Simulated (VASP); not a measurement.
# W in VASP: single point with PBEsol

Aim: the single point of W with PBEsol.

Everything below comes from runs of VASP 6.6.1. Logs are shortened: lines on timing, memory, paths and dates and some standing lists are left out, and cuts for length are marked.

### Step 1. The cell of the first run

The cell holds a slab with vacuum, 4 atoms: a = 2.732 Å, b = 2.732 Å, c = 23.691 Å, α = 90.00°, β = 90.00°, γ = 109.47°.

### Step 2. Single point, PBEsol

Contents of INCAR:

```
SYSTEM = W
ALGO = Normal
DIPOL = 0.5 0.5 0.499
EDIFF = 1E-7
ENCUT = 520
GGA = PS
IDIPOL = 3
ISIF = 2
ISMEAR = 0
LASPH = .True.
LCHARG = .True.
LDIPOL = .True.
LELF = .True.
LREAL = .False.
LVACPOTAV = .True.
LVHAR = .True.
LWAVE = .False.
NBANDS = 36
NELM = 100
PREC = Accurate
SIGMA = 0.1
```

Contents of KPOINTS:

```
k-points
0
Gamma
  11 11 1
  0 0 0
```

Contents of POSCAR:

```
W
1.0
    2.7317561330      0.0000000000      0.0000000000
   -0.9105853777      2.5755243816      0.0000000000
    0.0000000000      0.0000000000     23.6914086276
W
4
Direct
    0.5000000000      0.5000000000      0.3587798486
    0.0000000000      0.0000000000      0.4529266162
    0.5000000000      0.5000000000      0.5471513588
    0.0000000000      0.0000000000      0.6378564302
```

Potentials or basis: VASP PAW PBE potentials, release 64 (W_sv).

Launch:

```console
> cat potpaw_PBE.64/W_sv/POTCAR > POTCAR
> mpirun -np 1 vasp_std > vasp.out
```

OUTCAR:

```text
SYSTEM = W
   EDIFF = 1E-7
   ENCUT = 520
   GGA = PS
   ISIF = 2
   ISMEAR = 0
   LASPH = .True.
   LREAL = .False.
   NELM = 100
   PREC = Accurate

 ion  position               nearest neighbor table
   1  0.500  0.500  0.359-   2 2.73   2 2.73   2 3.15   2 3.15
   2  0.000  0.000  0.453-   1 2.73   1 2.73   3 2.73   3 2.73   1 3.15   1 3.15   3 3.16   3 3.16

   3  0.500  0.500  0.547-   4 2.67   4 2.67   2 2.73   2 2.73   4 3.10   4 3.10   2 3.16   2 3.16

   4  0.000  0.000  0.638-   3 2.67   3 2.67   3 3.10   3 3.10

  LATTYP: Found a base centered orthorhombic cell.
 ALAT       =     3.1543602775
 B/A-ratio  =     1.4142135624
 C/A-ratio  =     7.5106856996

  Lattice vectors:

 A1 = (   2.7317561330,   0.0000000000,   0.0000000000)
 A2 = (  -0.9105853777,   2.5755243816,   0.0000000000)
 A3 = (   0.0000000000,   0.0000000000,  23.6914086276)

Analysis of symmetry for initial positions (statically):
=====================================================================
 Subroutine PRICEL returns:
 Original cell was already a primitive cell.

 Routine SETGRP: Setting up the symmetry group for a
 base centered orthorhombic supercell.

 Subroutine GETGRP returns: Found  4 space group operations
 (whereof  4 operations were pure point group operations)
 out of a pool of  8 trial point group operations.

The static configuration has the point symmetry C_2v.

Analysis of symmetry for dynamics (positions and initial velocities):
=====================================================================
 Subroutine PRICEL returns:
 Original cell was already a primitive cell.

 Routine SETGRP: Setting up the symmetry group for a
 base centered orthorhombic supercell.

 Subroutine GETGRP returns: Found  4 space group operations
 (whereof  4 operations were pure point group operations)
 out of a pool of  8 trial point group operations.

The dynamic configuration has the point symmetry C_2v.

 Subroutine INISYM returns: Found  4 space group operations
 (whereof  4 operations are pure point group operations),
 and found     1 'primitive' translations

----------------------------------------------------------------------------------------

                                     Primitive cell

  volume of cell :     166.6858

  direct lattice vectors                    reciprocal lattice vectors
     2.731756133  0.000000000  0.000000000     0.366064887  0.129423482  0.000000000
    -0.910585378  2.575524382  0.000000000     0.000000000  0.388270446  0.000000000
     0.000000000  0.000000000 23.691408628     0.000000000  0.000000000  0.042209394

  length of vectors
     2.731756133  2.731756133 23.691408628     0.388270446  0.388270446  0.042209394

  position of ions in fractional coordinates (direct lattice)
     0.500000000  0.500000000  0.358779849
     0.000000000  0.000000000  0.452926616
     0.500000000  0.500000000  0.547151359
     0.000000000  0.000000000  0.637856430

  ion indices of the primitive-cell ions
   primitive index   ion index
                 1           1
                 2           2
                 3           3
                 4           4

----------------------------------------------------------------------------------------

 KPOINTS: k-points

Automatic generation of k-mesh.
 Grid dimensions read from file:
 generate k-points for:   11   11    1

 Generating k-lattice:

  Cartesian coordinates                     Fractional coordinates (reciprocal lattice)
     0.033278626  0.011765771  0.000000000     0.090909091 -0.000000000  0.000000000
     0.000000000  0.035297313  0.000000000     0.000000000  0.090909091  0.000000000
     0.000000000  0.000000000  0.042209394     0.000000000  0.000000000  1.000000000

  Length of vectors
     0.035297313  0.035297313  0.042209394

  Shift w.r.t. Gamma in fractional coordinates (k-lattice)
     0.000000000  0.000000000  0.000000000

 Subroutine IBZKPT returns following result:
 ===========================================

 Found     36 irreducible k-points:

 Following reciprocal coordinates:
            Coordinates               Weight
  0.000000  0.000000  0.000000      1.000000
  0.090909 -0.000000  0.000000      4.000000
  0.181818 -0.000000  0.000000      4.000000
  0.272727 -0.000000  0.000000      4.000000
  0.363636 -0.000000  0.000000      4.000000
  0.454545 -0.000000  0.000000      4.000000
[... 16 lines left out ...]
 -0.272727  0.181818  0.000000      4.000000
 -0.181818  0.181818  0.000000      2.000000
 [... further k-points ...]
   k-points           NKPTS =     36   k-points in BZ     NKDIM =     36   number of bands    NBANDS=     36
   number of dos      NEDOS =    301   number of ions     NIONS =      4
   total plane-waves  NPLWV =  72000
   dimension x,y,z NGX =    20 NGY =   20 NGZ =  180
   dimension x,y,z NGXF=    40 NGYF=   40 NGZF=  360
   ions per type =               4
   NGX,Y,Z   is equivalent  to a cutoff of  12.17, 12.17, 12.63 a.u.
   NGXF,Y,Z  is equivalent  to a cutoff of  24.34, 24.34, 25.26 a.u.
 SYSTEM =  W
   PREC   = accura    normal or accurate (medium, high low for compatibility)
   ISTART =      0    job   : 0-new  1-cont  2-samecut
   ICHARG =      2    charge: 1-file 2-atom 10-const
   ISPIN  =      1    spin polarized calculation?
   LNONCOLLINEAR =      F non collinear calculations
   LSORBIT =      F    spin-orbit coupling
   LASPH  =      T    aspherical Exc in radial PAW
   ENCUT  =  520.0 eV  38.22 Ry    6.18 a.u.   5.08  5.08 44.05*2*pi/ulx,y,z
   NELM   =    100;   NELMIN=  2; NELMDL= -5     # of ELM steps
   EDIFF  = 0.1E-06   stopping-criterion for ELM
   LREAL  =      F    real-space projection
   EDIFFG = 0.1E-05   stopping-criterion for IOM
   NSW    =      0    number of steps for IOM
   IBRION =     -1    ionic relax: 0-MD 1-quasi-New 2-CG
   NFREE  =      0    steps in history (QN), initial steepest desc. (CG)
   ISIF   =      2    stress and relaxation
   ISYM   =      2    0-nonsym 1-usesym 2-fastsym
   POTIM  = 0.5000    time-step for ionic-motion
   TEBEG  =    0.0;   TEEND  =   0.0 temperature during run
   PSTRESS=    0.0 pullay stress
   NELECT =      56.0000    total number of electrons
   NUPDOWN=      -1.0000    fix difference up-down
   EMIN   =  10.00;   EMAX   =-10.00  energy-range for DOS
   EFERMI =   0.00;   METHOD = LEGACY
   ISMEAR =     0;   SIGMA  =   0.10  broadening in eV -4-tet -1-fermi 0-gaus
   EFERMI_NEDOS =   21; number of points for ismear=-14 and -15
   IALGO  =     38    algorithm
   IMIX   =      4    mixing-type and parameters
     AMIX     =   0.40;   BMIX     =  1.00
     AMIX_MAG =   1.60;   BMIX_MAG =  1.00
  volume/ion in A,a.u.               =      41.67       281.21
  Fermi-wavevector in a.u.,A,eV,Ry     =   1.138076  2.150652 17.622504  1.295217
  Thomas-Fermi vector in A             =   2.274781
   LORBIT       =      0    0 simple, 1 ext, 2 COOP (PROOUT), +10 PAW based schemes
   GGA     = PS    functional components
   LHFCALC =     F    Hartree Fock is set to
   AEXX    =    0.0000 exact exchange contribution
   IVDW    =     0    specifies the selected vdW correction
   LEPSILON=     F    determine dielectric tensor
   LRPA    =     F    only Hartree local field effects (RPA)
 non-spin polarized calculation
 Gauss-broadening in eV      SIGMA  =   0.10
  energy-cutoff  :      520.00
  volume of cell :      166.69
 maximum number of plane-waves:      4530
   NGX = 11   NGY = 11   NGZ = 89

 dipolmoment           0.000000      0.000000      0.208313 electrons x Angstroem

 number of electron      56.0000010 magnetization

 dipolmoment           0.000000      0.000000     -0.005264 electrons x Angstroem

 Free energy of the ion-electron system (eV)
  ---------------------------------------------------
  ext. energy  EPLUGINS =         0.00000000
  ---------------------------------------------------
  free energy    TOTEN  =       -52.06184805 eV

  energy without entropy =      -52.04833870  energy(sigma->0) =      -52.05509337

 E-fermi :   1.2743     XC(G=0):  -6.0946

 val. band max:        1.2679518452   @ k =  -0.3636   0.2727   0.0000
 cond. band min:       1.2897905663   @ k =   0.4545   0.4545   0.0000
 fundamental gap:      0.0218387211
 Fermi energy:         1.2743110793

 k-point     1 :       0.0000    0.0000    0.0000
  band No.  band energies     occupation
      1     -72.8626      2.00000
      2     -72.7952      2.00000
      3     -72.6927      2.00000
      4     -72.6565      2.00000
      5     -37.6490      2.00000
      6     -37.3171      2.00000
[... 28 lines left out ...]
     35       3.5955      0.00000
     36       3.6451      0.00000

 k-point     2 :       0.0909   -0.0000    0.0000
  band No.  band energies     occupation
      1     -72.8551      2.00000
      2     -72.7896      2.00000
      3     -72.6879      2.00000
      4     -72.6522      2.00000
      5     -37.6224      2.00000
      6     -37.3193      2.00000
[... 28 lines left out ...]
     35       3.5457      0.00000
     36       3.6306      0.00000

 k-point     3 :       0.1818   -0.0000    0.0000
  band No.  band energies     occupation
      1     -72.8345      2.00000
      2     -72.7748      2.00000
      3     -72.6751      2.00000
      4     -72.6407      2.00000
      5     -37.5502      2.00000
      6     -37.3456      2.00000
[... 28 lines left out ...]
     35       3.5492      0.00000
     36       3.7501      0.00000
[... 742 lines left out ...]
 k-point    23 :      -0.2727    0.1818    0.0000
  band No.  band energies     occupation
      1     -72.8020      2.00000
      2     -72.7418      2.00000
      3     -72.6426      2.00000
      4     -72.6078      2.00000
      5     -37.4854      2.00000
      6     -37.2946      2.00000
[... 28 lines left out ...]
     35       2.8283      0.00000
     36       3.9996      0.00000

 k-point    24 :      -0.1818    0.1818    0.0000
  band No.  band energies     occupation
      1     -72.8233      2.00000
      2     -72.7595      2.00000
      3     -72.6589      2.00000
      4     -72.6234      2.00000
      5     -37.5462      2.00000
      6     -37.2578      2.00000
[... 28 lines left out ...]
     35       2.2605      0.00000
     36       3.9997      0.00000

 [... further k-points ...]
[... 5 lines left out ...]
  --------------------------------------------------------------------------------------
  -------------------------------------------------------------------------------------
  Total       -4.3256730     -4.7031751     -1.2569048     -0.5338686      0.0000000      0.0000000
  in kB      -41.5782100    -45.2067467    -12.0813225     -5.1315258      0.0000000      0.0000000
  external PRESSURE =     -32.9554264 kB  Pullay stress =       0.0000000 kB

 VOLUME and BASIS-vectors are now :
 -----------------------------------------------------------------------------
  energy-cutoff  :      520.00
  volume of cell :      166.69
      direct lattice vectors                 reciprocal lattice vectors
     2.731756133  0.000000000  0.000000000     0.366064887  0.129423482  0.000000000
    -0.910585378  2.575524382  0.000000000     0.000000000  0.388270446  0.000000000
     0.000000000  0.000000000 23.691408628     0.000000000  0.000000000  0.042209394

 POSITION                                       TOTAL-FORCE (eV/Angst)
 -----------------------------------------------------------------------------------
      0.91059      1.28776      8.50000         0.000000      0.000000      0.654174
      0.00000      0.00000     10.73047        -0.000000      0.000000     -0.708953
      0.91059      1.28776     12.96279        -0.000000      0.000000     -0.002575
      0.00000      0.00000     15.11172        -0.000000      0.000000      0.057354
 -----------------------------------------------------------------------------------
    total drift:                                0.000000      0.000000      0.000050

  FREE ENERGIE OF THE ION-ELECTRON SYSTEM (eV)
  ---------------------------------------------------
  free  energy   TOTEN  =       -52.0618480455 eV

  energy  without entropy=      -52.0483387034  energy(sigma->0) =      -52.05509337

 vacuum level on the upper side and lower side of the slab         6.179         6.314
```

Run time: 6.8 min. Hardware: 1 thread of AMD EPYC 7R43 (Zen 3), shared host; peak memory 0.29 GiB.

Results:

```yaml
Free_energy: -52.0618 eV
Largest_force: 0.709 eV/Å
Band_gap_on_the_k_mesh: zero (bands 28 and 29 overlap by 2.11 eV)
```

Forces in eV/Å, atoms in the order of the input:
```
W    0.000  0.000  0.654
W    0.000  0.000 -0.709
W    0.000  0.000 -0.003
W    0.000  0.000  0.057
```

Levels at points of the mesh, in eV from the Fermi level:
```
           k point  band 26  band 27  band 28  band 29  band 30  band 31
(0.00, 0.00, 0.00)    -1.36    -1.20    -0.81    -0.36     0.67     0.80
```

Caveat: the PAW data sets were made with another functional, which shifts forces and pressure a little; spin-orbit coupling is left out, which moves the levels of the heavy elements.
